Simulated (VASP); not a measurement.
LiBr:

```
Li Br
1.0
     0.00000    2.75445    2.75445
     2.75445    0.00000    2.75445
     2.75445    2.75445    0.00000
Li Br
1 1
Direct
  0.00000 0.00000 0.00000
  0.50000 0.50000 0.50000
```

| Item | Value |
| --- | --- |
| Program | VASP 6.6.1 |
| Task | relaxation of cell and atoms |
| Functional | LDA |
| Potentials or basis | VASP PAW LDA potentials, release 64 (Li_sv, Br) |
| Cutoff | 750 eV |
| k mesh | 8 × 8 × 8 |
| Occupations | fermi-dirac, width 0.02 eV |
| Spin | no spin polarisation |

At the start: pressure -2.9 GPa; volume 20.90 Å³/atom.

Task: Where does the relaxation end?

Result: Over 4 steps the energy falls by 21.9 meV/atom and the volume is 18.71 Å³/atom (-10.5 %); space group Fm-3m (No. 225, to 0.1 Å) before and after.

Step by step:
```
step  energy change (eV)  largest force (eV/Å)  pressure (GPa)  volume (Å³)
   1              0.0000                0.0000           -2.91        41.80
   2             -0.0324                0.0000           -1.64        39.54
   3             -0.0436                0.0000           -0.17        37.62
   4             -0.0437                0.0000            0.02        37.41
```

Final structure:
```
Li Br
1.0
     0.00000    2.65460    2.65460
     2.65460    0.00000    2.65460
     2.65460    2.65460    0.00000
Li Br
1 1
Direct
  0.00000 0.00000 0.00000
  0.50000 0.50000 0.50000
```
